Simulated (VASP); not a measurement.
# V (Fd-3m) in VASP: further runs

V is run at these levels: r2SCAN, r2SCAN0; tasks: single point.

Everything below comes from runs of VASP 6.6.1. Logs are shortened: lines on timing, memory, paths and dates and some standing lists are left out, and cuts for length are marked.

**1. The cell of the first run**

It takes space group Fd-3m (No. 227, cubic). Conventional cell: a = 5.237 Å, b = 5.237 Å, c = 5.237 Å, α = 90.00°, β = 90.00°, γ = 90.00°. Within 3.0 Å of V (site symmetry -43m) lie 4 V at 2.27 Å.

This isn't the form of V at room conditions, which is bcc.

**2. Single point, r2SCAN**

The input, POSCAR:

```
V
1.0
    0.0000000000      2.6182834940      2.6182834940
    2.6182834940      0.0000000000      2.6182834940
    2.6182834940      2.6182834940      0.0000000000
V
2
Direct
    0.1250000000      0.1250000000      0.1250000000
    0.8750000000      0.8750000000      0.8750000000
```

The input, INCAR.step1:

```
PREC = Accurate
ENCUT = 520
ISMEAR = -1
SIGMA = 0.1
LREAL = False
LASPH = True
NELM = 100
NBANDS = 20
GGA = PE
ALGO = Normal
EDIFF = 1E-4
LWAVE = True
LCHARG = False
```

The input, INCAR.step2:

```
PREC = Accurate
ENCUT = 520
EDIFF = 1E-6
ISMEAR = -1
SIGMA = 0.1
LREAL = False
LASPH = True
NELM = 100
ALGO = Normal
ISIF = 2
LWAVE = False
LCHARG = True
METAGGA = R2SCAN
LMIXTAU = True
LELF = True
LVHAR = True
NBANDS = 20
ISTART = 1
```

The input, KPOINTS:

```
regular mesh
0
Gamma
  5 5 5
```

Potentials or basis: VASP PAW PBE potentials, release 64 (V_sv).

Started as:

```sh
cat potpaw_PBE.64/V_sv/POTCAR > POTCAR
cp INCAR.step1 INCAR
mpirun -np 1 vasp_std > vasp.out
cp INCAR.step2 INCAR
mpirun -np 1 vasp_std > vasp.out
```

OUTCAR:

```text
PREC = Accurate
   ENCUT = 520
   EDIFF = 1E-6
   ISMEAR = -1
   LREAL = False
   LASPH = True
   NELM = 100
   ISIF = 2
   METAGGA = R2SCAN
   ISTART = 1

 ion  position               nearest neighbor table
   1  0.125  0.125  0.125-   2 2.27   2 2.27   2 2.27   2 2.27
   2  0.875  0.875  0.875-   1 2.27   1 2.27   1 2.27   1 2.27

  LATTYP: Found a face centered cubic cell.
 ALAT       =     5.2365669880

  Lattice vectors:

 A1 = (   0.0000000000,   2.6182834940,   2.6182834940)
 A2 = (   2.6182834940,   0.0000000000,   2.6182834940)
 A3 = (   2.6182834940,   2.6182834940,   0.0000000000)

Analysis of symmetry for initial positions (statically):
=====================================================================
 Subroutine PRICEL returns:
 Original cell was already a primitive cell.

 Routine SETGRP: Setting up the symmetry group for a
 face centered cubic supercell.

 Subroutine GETGRP returns: Found 48 space group operations
 (whereof 12 operations were pure point group operations)
 out of a pool of 48 trial point group operations.

The static configuration has the point symmetry D_3d.
 The point group associated with its full space group is O_h .

Analysis of symmetry for dynamics (positions and initial velocities):
=====================================================================
 Subroutine PRICEL returns:
 Original cell was already a primitive cell.

 Routine SETGRP: Setting up the symmetry group for a
 face centered cubic supercell.

 Subroutine GETGRP returns: Found 48 space group operations
 (whereof 12 operations were pure point group operations)
 out of a pool of 48 trial point group operations.

The dynamic configuration has the point symmetry D_3d.
 The point group associated with its full space group is O_h .

 Subroutine INISYM returns: Found 48 space group operations
 (whereof 12 operations are pure point group operations),
 and found     1 'primitive' translations

----------------------------------------------------------------------------------------

                                     Primitive cell

  volume of cell :      35.8988

  direct lattice vectors                    reciprocal lattice vectors
     0.000000000  2.618283494  2.618283494    -0.190964806  0.190964806  0.190964806
     2.618283494  0.000000000  2.618283494     0.190964806 -0.190964806  0.190964806
     2.618283494  2.618283494  0.000000000     0.190964806  0.190964806 -0.190964806

  length of vectors
     3.702812027  3.702812027  3.702812027     0.330760747  0.330760747  0.330760747

  position of ions in fractional coordinates (direct lattice)
     0.125000000  0.125000000  0.125000000
     0.875000000  0.875000000  0.875000000

  ion indices of the primitive-cell ions
   primitive index   ion index
                 1           1
                 2           2

----------------------------------------------------------------------------------------

 KPOINTS: regular mesh

Automatic generation of k-mesh.
 Grid dimensions read from file:
 generate k-points for:    5    5    5

 Generating k-lattice:

  Cartesian coordinates                     Fractional coordinates (reciprocal lattice)
    -0.038192961  0.038192961  0.038192961     0.200000000  0.000000000  0.000000000
     0.038192961 -0.038192961  0.038192961     0.000000000  0.200000000  0.000000000
     0.038192961  0.038192961 -0.038192961     0.000000000  0.000000000  0.200000000

  Length of vectors
     0.066152149  0.066152149  0.066152149

  Shift w.r.t. Gamma in fractional coordinates (k-lattice)
     0.000000000  0.000000000  0.000000000

 Subroutine IBZKPT returns following result:
 ===========================================

 Found     10 irreducible k-points:

 Following reciprocal coordinates:
            Coordinates               Weight
  0.000000  0.000000  0.000000      1.000000
  0.200000  0.000000  0.000000      8.000000
  0.400000  0.000000  0.000000      8.000000
  0.200000  0.200000  0.000000      6.000000
  0.400000  0.200000  0.000000     24.000000
 -0.400000  0.200000  0.000000     24.000000
 -0.200000  0.200000  0.000000     12.000000
  0.400000  0.400000  0.000000      6.000000
 -0.400000  0.400000  0.000000     12.000000
 -0.400000  0.400000  0.200000     24.000000
   k-points           NKPTS =     10   k-points in BZ     NKDIM =     10   number of bands    NBANDS=     20
   number of dos      NEDOS =    301   number of ions     NIONS =      2
   total plane-waves  NPLWV =  21952
   dimension x,y,z NGX =    28 NGY =   28 NGZ =   28
   dimension x,y,z NGXF=    56 NGYF=   56 NGZF=   56
   ions per type =               2
   NGX,Y,Z   is equivalent  to a cutoff of  12.57, 12.57, 12.57 a.u.
   NGXF,Y,Z  is equivalent  to a cutoff of  25.14, 25.14, 25.14 a.u.
 SYSTEM =  unknown system
   PREC   = accura    normal or accurate (medium, high low for compatibility)
   ISTART =      1    job   : 0-new  1-cont  2-samecut
   ICHARG =      0    charge: 1-file 2-atom 10-const
   ISPIN  =      1    spin polarized calculation?
   LNONCOLLINEAR =      F non collinear calculations
   LSORBIT =      F    spin-orbit coupling
   LASPH  =      T    aspherical Exc in radial PAW
   ENCUT  =  520.0 eV  38.22 Ry    6.18 a.u.   6.88  6.88  6.88*2*pi/ulx,y,z
   NELM   =    100;   NELMIN=  2; NELMDL=  0     # of ELM steps
   EDIFF  = 0.1E-05   stopping-criterion for ELM
   LREAL  =      F    real-space projection
   EDIFFG = 0.1E-04   stopping-criterion for IOM
   NSW    =      0    number of steps for IOM
   IBRION =     -1    ionic relax: 0-MD 1-quasi-New 2-CG
   NFREE  =      0    steps in history (QN), initial steepest desc. (CG)
   ISIF   =      2    stress and relaxation
   ISYM   =      2    0-nonsym 1-usesym 2-fastsym
   POTIM  = 0.5000    time-step for ionic-motion
   TEBEG  =    0.0;   TEEND  =   0.0 temperature during run
   PSTRESS=    0.0 pullay stress
   NELECT =      26.0000    total number of electrons
   NUPDOWN=      -1.0000    fix difference up-down
   EMIN   =  10.00;   EMAX   =-10.00  energy-range for DOS
   EFERMI =   0.00;   METHOD = LEGACY
   ISMEAR =    -1;   SIGMA  =   0.10  broadening in eV -4-tet -1-fermi 0-gaus
   EFERMI_NEDOS =   21; number of points for ismear=-14 and -15
   IALGO  =     38    algorithm
   IMIX   =      4    mixing-type and parameters
     AMIX     =   0.40;   BMIX     =  1.00
     AMIX_MAG =   1.60;   BMIX_MAG =  1.00
  volume/ion in A,a.u.               =      17.95       121.13
  Fermi-wavevector in a.u.,A,eV,Ry     =   1.470187  2.778251 29.408315  2.161450
  Thomas-Fermi vector in A             =   2.585474
   LORBIT       =      0    0 simple, 1 ext, 2 COOP (PROOUT), +10 PAW based schemes
   METAGGA = R2SCAN    functional components
   LHFCALC =     F    Hartree Fock is set to
   AEXX    =    0.0000 exact exchange contribution
   IVDW    =     0    specifies the selected vdW correction
   LEPSILON=     F    determine dielectric tensor
   LRPA    =     F    only Hartree local field effects (RPA)
 non-spin polarized calculation
  energy-cutoff  :      520.00
  volume of cell :       35.90
 maximum number of plane-waves:       974
   NGX = 13   NGY = 13   NGZ = 13

 number of electron      26.0000013 magnetization

 Free energy of the ion-electron system (eV)
  ---------------------------------------------------
  ext. energy  EPLUGINS =         0.00000000
  ---------------------------------------------------
  free energy    TOTEN  =       -23.10054760 eV

  energy without entropy =      -22.92912858  energy(sigma->0) =      -23.01483809

 E-fermi :   6.5927     XC(G=0): -11.8916

 val. band max:        6.5895152273   @ k =  -0.4000   0.2000   0.0000
 cond. band min:       6.6048689526   @ k =   0.4000   0.2000   0.0000
 fundamental gap:      0.0153537253
 Fermi energy:         6.5926963529

 k-point     1 :       0.0000    0.0000    0.0000
  band No.  band energies     occupation
      1     -59.7023      2.00000
      2     -58.9759      2.00000
      3     -32.6669      2.00000
      4     -32.6669      2.00000
      5     -32.6668      2.00000
      6     -31.6996      2.00000
[... 12 lines left out ...]
     19      10.7366      0.00000
     20      20.5142      0.00000

 k-point     2 :       0.2000    0.0000    0.0000
  band No.  band energies     occupation
      1     -59.6526      2.00000
      2     -59.0276      2.00000
      3     -32.7115      2.00000
      4     -32.7114      2.00000
      5     -32.6705      2.00000
      6     -31.7031      2.00000
[... 12 lines left out ...]
     19      10.6705      0.00000
     20      16.0480      0.00000

 k-point     3 :       0.4000    0.0000    0.0000
  band No.  band energies     occupation
      1     -59.5475      2.00000
      2     -59.1360      2.00000
      3     -32.7763      2.00000
      4     -32.7762      2.00000
      5     -32.6811      2.00000
      6     -31.7035      2.00000
[... 12 lines left out ...]
     19      10.3497      0.00000
     20      12.1018      0.00000

 k-point     4 :       0.2000    0.2000    0.0000
  band No.  band energies     occupation
      1     -59.6342      2.00000
      2     -59.0467      2.00000
      3     -32.7622      2.00000
      4     -32.7621      2.00000
      5     -32.5771      2.00000
      6     -31.7993      2.00000
[... 12 lines left out ...]
     19      10.9001      0.00000
     20      16.8882      0.00000

 k-point     5 :       0.4000    0.2000    0.0000
  band No.  band energies     occupation
      1     -59.5369      2.00000
      2     -59.1469      2.00000
      3     -32.8509      2.00000
      4     -32.8246      2.00000
      5     -32.5055      2.00000
      6     -31.8728      2.00000
[... 12 lines left out ...]
     19      10.7969      0.00000
     20      13.0534      0.00000

 k-point     6 :      -0.4000    0.2000    0.0000
  band No.  band energies     occupation
      1     -59.4824      2.00000
      2     -59.2025      2.00000
      3     -32.9013      2.00000
      4     -32.8176      2.00000
      5     -32.4983      2.00000
      6     -31.8752      2.00000
[... 12 lines left out ...]
     19      10.5890      0.00000
     20      11.4032      0.00000

 k-point     7 :      -0.2000    0.2000    0.0000
  band No.  band energies     occupation
      1     -59.5789      2.00000
      2     -59.1038      2.00000
      3     -32.8386      2.00000
      4     -32.7496      2.00000
      5     -32.5846      2.00000
      6     -31.7885      2.00000
[... 12 lines left out ...]
     19      10.8830      0.00000
     20      14.6209      0.00000

 k-point     8 :       0.4000    0.4000    0.0000
  band No.  band energies     occupation
      1     -59.4548      2.00000
      2     -59.2305      2.00000
      3     -32.8896      2.00000
      4     -32.8895      2.00000
      5     -32.3428      2.00000
      6     -32.0486      2.00000
[... 12 lines left out ...]
     19      10.9322      0.00000
     20      13.0129      0.00000

 k-point     9 :      -0.4000    0.4000    0.0000
  band No.  band energies     occupation
      1     -59.3776      2.00000
      2     -59.3084      2.00000
      3     -32.9315      2.00000
      4     -32.8856      2.00000
      5     -32.2768      2.00000
      6     -32.1053      2.00000
[... 12 lines left out ...]
     19      10.7039      0.00000
     20      11.1010      0.00000

 k-point    10 :      -0.4000    0.4000    0.2000
  band No.  band energies     occupation
      1     -59.4335      2.00000
      2     -59.2521      2.00000
      3     -32.9205      2.00000
      4     -32.8735      2.00000
      5     -32.3490      2.00000
      6     -32.0255      2.00000
[... 12 lines left out ...]
     19      10.8408      0.00000
     20      12.0864      0.00000

------------------------ aborting loop because EDIFF is reached ----------------------------------------

  FORCE on cell =-STRESS in cart. coord.  units (eV):
  Direction    XX          YY          ZZ          XY          YZ          ZX
  --------------------------------------------------------------------------------------
  -------------------------------------------------------------------------------------
  Total        0.2630341      0.2630341      0.2630341     -0.0000000      0.0000000      0.0000000
  in kB       11.7393134     11.7393134     11.7393134     -0.0000000      0.0000000      0.0000000
  external PRESSURE =      11.7393134 kB  Pullay stress =       0.0000000 kB

 VOLUME and BASIS-vectors are now :
 -----------------------------------------------------------------------------
  energy-cutoff  :      520.00
  volume of cell :       35.90
      direct lattice vectors                 reciprocal lattice vectors
     0.000000000  2.618283494  2.618283494    -0.190964806  0.190964806  0.190964806
     2.618283494  0.000000000  2.618283494     0.190964806 -0.190964806  0.190964806
     2.618283494  2.618283494  0.000000000     0.190964806  0.190964806 -0.190964806

 POSITION                                       TOTAL-FORCE (eV/Angst)
 -----------------------------------------------------------------------------------
      0.65457      0.65457      0.65457        -0.000000      0.000000      0.000000
      4.58200      4.58200      4.58200         0.000000     -0.000000     -0.000000
 -----------------------------------------------------------------------------------
    total drift:                                0.000000     -0.000000     -0.000000

  FREE ENERGIE OF THE ION-ELECTRON SYSTEM (eV)
  ---------------------------------------------------
  free  energy   TOTEN  =       -23.1005476013 eV

  energy  without entropy=      -22.9291285769  energy(sigma->0) =      -23.01483809
```

Run time: 31 s. Hardware: 1 thread of Intel Xeon Platinum 8259CL at 2.50GHz (Skylake/Cascade Lake), shared host; peak memory 0.15 GiB.

Results:

```yaml
Free_energy: -23.1005 eV
Pressure: 1.2 GPa
Band_gap_on_the_k_mesh: zero (bands 13 and 14 overlap by 0.88 eV)
```

Caveat: the k points lie up to 0.42 Å⁻¹ apart, too coarse for converged energies and pressures of a metal; the PAW data sets were made with another functional, which shifts forces and pressure a little.

**3. Single point, r2SCAN0**

POSCAR is that of step 2.

The input, INCAR.step1:

```
PREC = Accurate
ENCUT = 520
EDIFF = 1E-5
ISMEAR = -1
SIGMA = 0.1
LREAL = F
LASPH = T
NELM = 100
ALGO = Normal
ISIF = 2
LWAVE = T
GGA = PE
NBANDS = 20
```

The input, INCAR.step2:

```
PREC = Accurate
ENCUT = 520
EDIFF = 1E-6
ISMEAR = -1
SIGMA = 0.1
LREAL = F
LASPH = T
NELM = 100
ALGO = Normal
ISIF = 2
LWAVE = F
LCHARG = T
METAGGA = R2SCAN
LHFCALC = T
AEXX = 0.25
LMIXTAU = T
PRECFOCK = Normal
LELF = T
LVHAR = T
ISTART = 1
NBANDS = 20
```

KPOINTS is that of step 2.

Potentials or basis: VASP PAW PBE potentials, release 64 (V_sv).

Started as:

```sh
cat potpaw_PBE.64/V_sv/POTCAR > POTCAR
cp INCAR.step1 INCAR
mpirun -np 1 vasp_std > vasp.out
cp INCAR.step2 INCAR
mpirun -np 1 vasp_std > vasp.out
```

It took 72 min on 1 thread of Intel Xeon Platinum 8259CL at 2.50GHz (Skylake/Cascade Lake), shared host; peak memory 0.18 GiB.

It converged, with:

```
Free energy            : -25.8544 eV
Pressure               : -0.3 GPa
Band gap on the k mesh : zero (bands 13 and 14 overlap by 1.82 eV)
```

Levels at points of the mesh, in eV from the Fermi level:
```csv
k point,band 9,band 10,band 11,band 12,band 13,band 14,band 15,band 16,band 17,band 18
"(0.00, 0.00, 0.00)",-6.90,-1.34,-1.34,-1.25,-1.25,-1.25,2.49,2.49,2.49,5.97
```

Caveat: the k points lie up to 0.42 Å⁻¹ apart, too coarse for converged energies and pressures of a metal; the PAW data sets were made with another functional, which shifts forces and pressure a little.

The gap in the log of VASP goes by the Fermi energy; the results here count the filled bands.